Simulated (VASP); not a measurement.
# Mo2F3 (Pm-3m) in VASP: a series of runs, part 2 of 2

VASP 6.6.1. The steps go on from the part before.

**3. Single point, PBE, collinear spin, ferromagnetic start**

This run uses another cell than the first one, of 16.26 Å³/atom, 1.146 times its volume.

The input, INCAR:

```
PREC = Accurate
ENCUT = 520
EDIFF = 1E-6
ISMEAR = 0
SIGMA = 0.1
LREAL = F
LASPH = T
NELM = 150
ALGO = Normal
ISIF = 2
LWAVE = F
LCHARG = F
ISPIN = 2
MAGMOM = 1 1 0 0 0
LORBIT = 11
LMAXMIX = 4
GGA = PE
NBANDS = 36
```

The input, KPOINTS:

```
Automatic mesh
0
Gamma
  4 4 4
```

The input, POSCAR:

```
Mo2F3
1.0
    4.3325015600      0.0000000000      0.0000000000
    0.0000000000      4.3325015600      0.0000000000
    0.0000000000      0.0000000000      4.3325015600
Mo F
2 3
Direct
    0.5000000000      0.5000000000      0.5000000000
    0.0000000000      0.0000000000      0.0000000000
    0.5000000000      0.0000000000      0.0000000000
    0.0000000000      0.5000000000      0.0000000000
    0.0000000000      0.0000000000      0.5000000000
```

Potentials or basis: VASP PAW PBE potentials, release 64 (Mo_sv, F).

On the command line:

```bash
> cat potpaw_PBE.64/Mo_sv/POTCAR potpaw_PBE.64/F/POTCAR > POTCAR
> mpirun -np 1 vasp_std > vasp.out
```

OUTCAR:

```text
PREC = Accurate
   ENCUT = 520
   EDIFF = 1E-6
   ISMEAR = 0
   LREAL = F
   LASPH = T
   NELM = 150
   ISIF = 2
   ISPIN = 2
   LORBIT = 11
   GGA = PE

 ion  position               nearest neighbor table
   1  0.500  0.500  0.500-
   2  0.000  0.000  0.000-   3 2.17   4 2.17   5 2.17   5 2.17   4 2.17   3 2.17
   3  0.500  0.000  0.000-   2 2.17   2 2.17
   4  0.000  0.500  0.000-   2 2.17   2 2.17
   5  0.000  0.000  0.500-   2 2.17   2 2.17

  LATTYP: Found a simple cubic cell.
 ALAT       =     4.3325015600

  Lattice vectors:

 A1 = (   4.3325015600,   0.0000000000,   0.0000000000)
 A2 = (   0.0000000000,   4.3325015600,   0.0000000000)
 A3 = (   0.0000000000,   0.0000000000,   4.3325015600)

Analysis of symmetry for initial positions (statically):
=====================================================================
 Subroutine PRICEL returns:
 Original cell was already a primitive cell.

 Routine SETGRP: Setting up the symmetry group for a
 simple cubic supercell.

[... 968 lines left out ...]
  -------------------------------------------------------------------------------------
  Total        0.1454017      0.1454017      0.1454017      0.0000000      0.0000000     -0.0000000
  in kB        2.8645997      2.8645997      2.8645997      0.0000000      0.0000000     -0.0000000
  external PRESSURE =       2.8645997 kB  Pullay stress =       0.0000000 kB

 VOLUME and BASIS-vectors are now :
 -----------------------------------------------------------------------------
  energy-cutoff  :      520.00
  volume of cell :       81.32
      direct lattice vectors                 reciprocal lattice vectors
     4.332501560  0.000000000  0.000000000     0.230813535  0.000000000  0.000000000
     0.000000000  4.332501560  0.000000000     0.000000000  0.230813535  0.000000000
     0.000000000  0.000000000  4.332501560     0.000000000  0.000000000  0.230813535

 POSITION                                       TOTAL-FORCE (eV/Angst)
 -----------------------------------------------------------------------------------
      2.16625      2.16625      2.16625         0.000000      0.000000      0.000000
      0.00000      0.00000      0.00000         0.000000      0.000000      0.000000
      2.16625      0.00000      0.00000         0.000000      0.000000      0.000000
      0.00000      2.16625      0.00000         0.000000      0.000000      0.000000
      0.00000      0.00000      2.16625         0.000000      0.000000      0.000000
 -----------------------------------------------------------------------------------
    total drift:                                0.000000      0.000000     -0.000000

  FREE ENERGIE OF THE ION-ELECTRON SYSTEM (eV)
  ---------------------------------------------------
  free  energy   TOTEN  =       -29.8603336103 eV

  energy  without entropy=      -29.8532782752  energy(sigma->0) =      -29.85680594

 total charge

# of ion       s       p       d       tot
------------------------------------------
    1        2.135   5.967   4.047  12.149
    2        2.175   6.082   3.739  11.996
    3        1.747   4.319   0.000   6.066
    4        1.747   4.319   0.000   6.066
    5        1.747   4.319   0.000   6.066
--------------------------------------------------
tot          9.551  25.006   7.786  42.343

 magnetization (x)

# of ion       s       p       d       tot
------------------------------------------
    1        0.086   0.021   3.944   4.052
    2       -0.034  -0.017  -2.898  -2.950
    3       -0.000  -0.005   0.000  -0.006
    4       -0.000  -0.005   0.000  -0.006
    5       -0.000  -0.005   0.000  -0.006
--------------------------------------------------
tot          0.052  -0.012   1.046   1.086
```

stdout:

```text
POSCAR found type information on POSCAR MoF
 POSCAR found :  2 types and       5 ions
 scaLAPACK will be used
 LDA part: xc-table for (Slater+PW92), standard interpolation
 POSCAR, INCAR and KPOINTS ok, starting setup
 FFT: planning ... GRIDC
 FFT: planning ... GRID_SOFT
 FFT: planning ... GRID
 WAVECAR not read
 entering main loop
```

Wall time 48 s (1 thread of AMD EPYC 9R45 (Zen 5), shared host); peak memory 0.19 GiB.

What came out:

```yaml
Free_energy: -29.8603 eV
Pressure: 0.3 GPa
Net_moment: 1.67 μB per cell
Site_moments: Mo +4.05, -2.95; F -0.01 μB
Valence_electrons_inside_the_program's_atomic_spheres: Mo 12.15, 12.00; F 6.07
```

Levels at points of the mesh, in eV from the Fermi level:
Spin up:
```tsv
k point	band 21	band 22	band 23	band 24	band 25	band 26	band 27	band 28	band 29	band 30
(0.00, 0.00, 0.00)	-2.33	-1.90	-1.90	-1.46	-1.46	-1.46	0.71	0.71	0.71	1.37
(0.50, 0.00, 0.00)	-1.48	-1.44	-1.21	-0.95	-0.95	0.37	0.45	1.02	1.02	1.08
(0.50, 0.50, 0.00)	-1.51	-1.26	-1.00	-1.00	-0.81	0.83	1.28	1.28	1.98	2.40
(0.50, 0.50, 0.50)	-1.57	-1.57	-1.57	-0.90	-0.90	0.94	1.66	1.66	1.66	4.08
```
Spin down:
```csv
k point,band 22,band 23,band 24,band 25,band 26,band 27
"(0.00, 0.00, 0.00)",-2.35,-2.35,-1.06,-0.51,-0.51,1.15
"(0.50, 0.00, 0.00)",-1.40,-1.40,-0.43,0.50,1.01,1.50
"(0.50, 0.50, 0.00)",-1.39,-0.78,-0.03,1.61,1.76,2.20
"(0.50, 0.50, 0.50)",-0.74,-0.74,1.20,1.20,1.20,2.39
```

Caveat: the k points lie up to 0.36 Å⁻¹ apart.

**4. Relaxation of cell and atoms, PBE, collinear spin, ferromagnetic start**

The input, INCAR:

```
  ALGO = Normal
  EDIFF = 1E-7
  EDIFFG = -0.04
  ENCUT = 600
  GGA = PE
  IBRION = 2
  ISIF = 3
  ISMEAR = 0
  ISPIN = 2
  LASPH = True
  LCHARG = False
  LMAXMIX = 4
  LORBIT = 11
  LREAL = False
  LWAVE = False
  MAGMOM = 1 1 0 0 0
  NELM = 150
  NSW = 90
  PREC = Accurate
  SIGMA = 0.1
```

The input, KPOINTS:

```
k-points
0
Gamma
  4 4 4
```

POSCAR: that of step 3 with these lines changed.

```diff
@@ -2,5 +2,5 @@
 1.0
-    4.3325015600      0.0000000000      0.0000000000
-    0.0000000000      4.3325015600      0.0000000000
-    0.0000000000      0.0000000000      4.3325015600
+    4.1405031200      0.0000000000      0.0000000000
+    0.0000000000      4.1405031200      0.0000000000
+    0.0000000000      0.0000000000      4.1405031200
 Mo F
```

Potentials or basis: VASP PAW PBE potentials, release 64 (Mo_sv, F).

On the command line:

```bash
> cat potpaw_PBE.64/Mo_sv/POTCAR potpaw_PBE.64/F/POTCAR > POTCAR
> mpirun -np 1 vasp_std > vasp.out
```

OUTCAR:

```text
EDIFF = 1E-7
   EDIFFG = -0.04
   ENCUT = 600
   GGA = PE
   IBRION = 2
   ISIF = 3
   ISMEAR = 0
   ISPIN = 2
   LASPH = True
   LORBIT = 11
   LREAL = False
   NELM = 150
   NSW = 90
   PREC = Accurate

 ion  position               nearest neighbor table
   1  0.500  0.500  0.500-
   2  0.000  0.000  0.000-   3 2.07   4 2.07   5 2.07   5 2.07   4 2.07   3 2.07
   3  0.500  0.000  0.000-   2 2.07   2 2.07
   4  0.000  0.500  0.000-   2 2.07   2 2.07
   5  0.000  0.000  0.500-   2 2.07   2 2.07

  LATTYP: Found a simple cubic cell.
 ALAT       =     4.1405031200

  Lattice vectors:

 A1 = (   4.1405031200,   0.0000000000,   0.0000000000)
 A2 = (   0.0000000000,   4.1405031200,   0.0000000000)
 A3 = (   0.0000000000,   0.0000000000,   4.1405031200)

[... 1602 lines left out ...]

 number of electron      48.9999961 magnetization       1.6672421

 Free energy of the ion-electron system (eV)
  ---------------------------------------------------
  ext. energy  EPLUGINS =         0.00000000
  ---------------------------------------------------
  free energy    TOTEN  =       -29.84491637 eV

  energy without entropy =      -29.83807530  energy(sigma->0) =      -29.84149583

 E-fermi :   5.6999     XC(G=0):  -9.9790

 val. band max:        5.6678278188   @ k =   0.5000   0.5000   0.0000
 cond. band min:       5.7382050329   @ k =   0.2500   0.2500   0.2500
 fundamental gap:      0.0703772141
 Fermi energy:         5.6998981616
[... 695 lines left out ...]
  FREE ENERGIE OF THE ION-ELECTRON SYSTEM (eV)
  ---------------------------------------------------
  free  energy   TOTEN  =       -29.8449163660 eV

  energy  without entropy=      -29.8380753004  energy(sigma->0) =      -29.84149583

 reached required accuracy - stopping structural energy minimisation

 total charge

# of ion       s       p       d       tot
------------------------------------------
    1        2.134   5.967   4.047  12.149
    2        2.174   6.081   3.737  11.992
    3        1.744   4.319   0.000   6.063
    4        1.744   4.319   0.000   6.063
    5        1.744   4.319   0.000   6.063
--------------------------------------------------
tot          9.542  25.004   7.784  42.330

 magnetization (x)

# of ion       s       p       d       tot
------------------------------------------
    1        0.086   0.021   3.946   4.053
    2       -0.034  -0.017  -2.903  -2.954
    3       -0.000  -0.005   0.000  -0.005
    4       -0.000  -0.005   0.000  -0.005
    5       -0.000  -0.005   0.000  -0.005
--------------------------------------------------
tot          0.052  -0.012   1.043   1.083
```

CONTCAR:

```text
Mo2F3
   1.00000000000000
     4.3385292637919095    0.0000000000000000   -0.0000000000000000
     0.0000000000000000    4.3385292637919095    0.0000000000000000
     0.0000000000000000    0.0000000000000000    4.3385292637919095
  Mo              F
     2     3
Direct
     0.5000000000000000    0.5000000000000000    0.5000000000000000
     0.0000000000000000    0.0000000000000000    0.0000000000000000
     0.5000000000000000    0.0000000000000000    0.0000000000000000
     0.0000000000000000    0.5000000000000000    0.0000000000000000
     0.0000000000000000    0.0000000000000000    0.5000000000000000

  0.00000000E+00  0.00000000E+00  0.00000000E+00
  0.00000000E+00  0.00000000E+00  0.00000000E+00
  0.00000000E+00  0.00000000E+00  0.00000000E+00
  0.00000000E+00  0.00000000E+00  0.00000000E+00
  0.00000000E+00  0.00000000E+00  0.00000000E+00
```

Run time: 2 min. Hardware: 1 thread of AMD EPYC 9R45 (Zen 5), shared host; peak memory 0.23 GiB.

Results:

| Item | Value |
| --- | --- |
| Free energy | -29.8449 eV |
| Relaxed volume | 16.33 Å³/atom |
| Relaxed cell | a = 4.339 Å, b = 4.339 Å, c = 4.339 Å, α = 90.00°, β = 90.00°, γ = 90.00° |
| Space group after relaxing (to 0.05 Å) | Pm-3m (No. 221) |
| Energy gained by relaxing | 79.0 meV/atom |
| Ionic steps | 3 |
| Pressure after relaxing | 0.0 GPa |
| Net moment | 1.67 μB per cell |
| Site moments | Mo +4.05, -2.95; F -0.01 μB |
| Valence electrons inside the program's atomic spheres | Mo 12.15, 11.99; F 6.06 |

The path:
| step | energy change (eV) | largest force (eV/Å) | pressure (GPa) | volume (Å³) |
| --- | --- | --- | --- | --- |
| 1 | 0.0000 | 0.0000 | 12.82 | 70.98 |
| 2 | -0.3874 | 0.0000 | -1.43 | 83.30 |
| 3 | -0.3949 | 0.0000 | -0.02 | 81.66 |

Final structure:
```
Mo F
1.0
     4.33853    0.00000    0.00000
     0.00000    4.33853    0.00000
     0.00000    0.00000    4.33853
Mo F
2 3
Cartesian
  2.1693 2.1693 2.1693
  0.0000 0.0000 0.0000
  2.1693 0.0000 0.0000
  0.0000 2.1693 0.0000
  0.0000 0.0000 2.1693
```

Levels at points of the mesh, in eV from the Fermi level:
Spin up:
| k point | band 23 | band 24 | band 25 | band 26 | band 27 | band 28 |
| --- | --- | --- | --- | --- | --- | --- |
| (0.00, 0.00, 0.00) | -1.89 | -1.45 | -1.45 | -1.45 | 0.72 | 0.72 |
| (0.50, 0.00, 0.00) | -1.20 | -0.94 | -0.94 | 0.38 | 0.45 | 1.03 |
| (0.50, 0.50, 0.00) | -0.99 | -0.99 | -0.80 | 0.83 | 1.29 | 1.29 |
| (0.50, 0.50, 0.50) | -1.56 | -0.89 | -0.89 | 0.95 | 1.66 | 1.66 |
Spin down:
```tsv
k point	band 22	band 23	band 24	band 25	band 26	band 27
(0.00, 0.00, 0.00)	-2.34	-2.34	-1.05	-0.51	-0.51	1.17
(0.50, 0.00, 0.00)	-1.39	-1.39	-0.43	0.49	1.02	1.51
(0.50, 0.50, 0.00)	-1.39	-0.78	-0.03	1.62	1.77	2.21
(0.50, 0.50, 0.50)	-0.74	-0.74	1.21	1.21	1.21	2.40
```

Caveat: the k points lie up to 0.36 Å⁻¹ apart in the final cell; the volume moved by over 15 % at a fixed basis, so the end points are rough.

**5. Overview**

| task | cell | cutoff (eV) | gap on the mesh (eV) | pressure (GPa) | moment (μB) |
| --- | --- | --- | --- | --- | --- |
| single point | a = 4.141 Å, 5 atoms | 520 | none | 12.9 | 2.07 |
| single point | a = 4.333 Å, 5 atoms | 520 | none | 0.3 | 1.67 |
| relaxation of cell and atoms | relaxed from a = 4.141 Å, 5 atoms | 600 | none | 0.0 | 1.67 |

Alike in all rows: level PBE; potentials or basis VASP PAW PBE potentials, release 64 (Mo_sv, F); spin collinear, ferromagnetic start; k mesh 4 × 4 × 4; smearing gaussian 0.1 eV.

Caveats: all runs use coarse meshes; the volume moved by over 15 % at a fixed basis, so the end points are rough (some runs).

Total energies depend on the potentials used, so only differences within one code and one set of settings carry meaning.
